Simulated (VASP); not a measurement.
# SbSe: relaxation of cell and atoms with PBE

SbSe:

```
CELL_PARAMETERS angstrom
0.00000 2.99837 2.99837
2.99837 0.00000 2.99837
2.99837 2.99837 0.00000
ATOMIC_POSITIONS crystal
Sb 0.00000 0.00000 0.00000
Se 0.50000 0.50000 0.50000
```

```
Program                : VASP 6.6.1
Task                   : relaxation of cell and atoms
Functional             : PBE
Potentials or basis    : VASP PAW PBE potentials, release 64 (Sb, Se)
Cutoff                 : 600 eV
k mesh                 : 12 × 12 × 12
Occupations            : fermi-dirac, width 0.15 eV
Spin                   : no spin polarisation
Dipole correction      : no
Further INCAR settings : ALGO = Normal; EDIFF = 1e-07; IBRION = 2; EDIFFG = -0.001; NSW = 80; ISIF = 3
```

* Relaxed volume: 26.99 Å³/atom
* Relaxed cell: a = 4.242 Å, b = 4.242 Å, c = 4.242 Å, α = 60.00°, β = 60.00°, γ = 60.00°
* Space group after relaxing (to 0.1 Å): Fm-3m (No. 225)
* Energy gained by relaxing: 0.0 meV/atom
* Ionic steps: 3
* Pressure after relaxing: 0.0 GPa
* Band gap on the k mesh: zero (an odd number of electrons rules out a gap without spin polarisation)

Final structure:
```
CELL_PARAMETERS angstrom
0.00000 2.99958 2.99958
2.99958 0.00000 2.99958
2.99958 2.99958 0.00000
ATOMIC_POSITIONS crystal
Sb 0.00000 0.00000 0.00000
Se 0.50000 0.50000 0.50000
```

Levels at points of the mesh, in eV from the Fermi level:
| k point | band 3 | band 4 | band 5 | band 6 | band 7 | band 8 |
| --- | --- | --- | --- | --- | --- | --- |
| (0.00, 0.00, 0.00) | -3.00 | -3.00 | -3.00 | 2.47 | 2.47 | 2.47 |
| (0.50, 0.00, 0.00) | -2.59 | -2.59 | -1.28 | -0.97 | -0.48 | -0.48 |
| (0.50, 0.50, 0.00) | -6.35 | -4.53 | -4.53 | 2.33 | 3.70 | 3.70 |

Wall time 27 s on 1 thread of Intel(R) Xeon(R) 6975P-C (Granite Rapids), with other jobs on the host, peak memory 0.24 GiB.

Caveat: spin-orbit coupling is left out, which moves the levels of the heavy elements.
